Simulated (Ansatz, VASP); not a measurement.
Two plane-wave programs on Ge

Contents of INCAR:

```
SYSTEM = Ge
PREC = Accurate
ENCUT = 520
EDIFF = 1E-7
ISMEAR = 0
SIGMA = 1.0
LREAL = .False.
LASPH = .True.
NELM = 60
ALGO = Normal
ISIF = 2
LWAVE = .False.
LCHARG = .True.
LELF = .True.
LVHAR = .True.
NBANDS = 21
```

KPOINTS

```
regular mesh
0
Gamma
  10 10 10
  0 0 0
```

File POSCAR:

```
Ge
1.0
    0.0000000000      2.8147752533      2.8147752533
    2.8147752533      0.0000000000      2.8147752533
    2.8147752533      2.8147752533      0.0000000000
Ge
2
Direct
    0.5000000000      0.5000000000      0.5000000000
    0.7500000000      0.7500000000      0.7500000000
```

Input for Ansatz:

```yaml
crystal:
  lattice:
    - [0.0, 2.8147752533, 2.8147752533]
    - [2.8147752533, 0.0, 2.8147752533]
    - [2.8147752533, 2.8147752533, 0.0]
  atoms:
    - { symbol: Ge, position: [0.5, 0.5, 0.5] }
    - { symbol: Ge, position: [0.75, 0.75, 0.75] }
hamiltonian:
  xc: lda
  pseudopotentials:
    kind: paw
    azcp:
      Ge: "pseudopotentials/Ge.paw.azcp"
basis:
  ecutwfc: 420
  fft_grid_basis: typed
kpoints:
  mp_grid: { grid: [10, 10, 10], shift: [0, 0, 0] }
magnetization:
  spin_polarized: false
scf:
  occupations: { method: gaussian, width: 1.0 }
  lower_state_search: "off"
output:
  stress: true
```

Alike in both runs: task single point; functional LDA; k mesh 10 × 10 × 10; occupations gaussian, width 1 eV; no spin polarisation.

```csv
,VASP,Ansatz
version,VASP 6.6.1,Ansatz 0.2.0
potentials or method,"VASP PAW LDA potentials, release 64 (Ge_d), cutoff 520 eV","plane waves (420 eV) with PAW, scalar-relativistic"
valence electrons in the cell,28,28
```

```tsv
	VASP	Ansatz	Ansatz less VASP
pressure (GPa)	0.4	0.1	-0.21
```

Ansatz warns that its potentials were made for another functional, while VASP's fit it. LDA's correlation is that of Perdew and Zunger in VASP and of Perdew and Wang (1992) in Ansatz.
